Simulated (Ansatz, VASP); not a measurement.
## One calculation of ZnO, two programs

```
Zn O
1.0
     3.24940    0.00000    0.00000
    -1.62470    2.81406    0.00000
     0.00000    0.00000    5.20380
Zn O
2 2
Cartesian
  0.0000 1.8760 0.0000
  1.6247 0.9380 2.6019
  0.0000 1.8760 1.9931
  1.6247 0.9380 4.5950
```

Alike in both runs: task relaxation of cell and atoms; functional r2SCAN; k mesh 9 × 9 × 6; occupations gaussian, width 0.02 eV; no spin polarisation.

```csv
,VASP,Ansatz
version,VASP 6.6.1,Ansatz 0.2.0
potentials or method,"VASP PAW PBE potentials, release 64 (Zn, O), cutoff 600 eV","scalar-relativistic, plane waves, PAW"
valence electrons in the cell,36,36
```

Ansatz gave:

| Property | Result |
| --- | --- |
| gap on the k mesh at the Fermi level, each at its own relaxed structure (eV) | 1.24 |
| relaxed volume (Å³/atom) | 11.81 |
| relaxed length of the cell vector where the two differ most in proportion (Å) | 5.211 |

**Question.** Estimate VASP's values.

**Answer.** gap on the k mesh at the Fermi level, each at its own relaxed structure (eV): 1.23; relaxed volume (Å³/atom): 11.87; relaxed length of the cell vector where the two differ most in proportion (Å): 5.229.

VASP's potentials were made for PBE, not for r2SCAN.
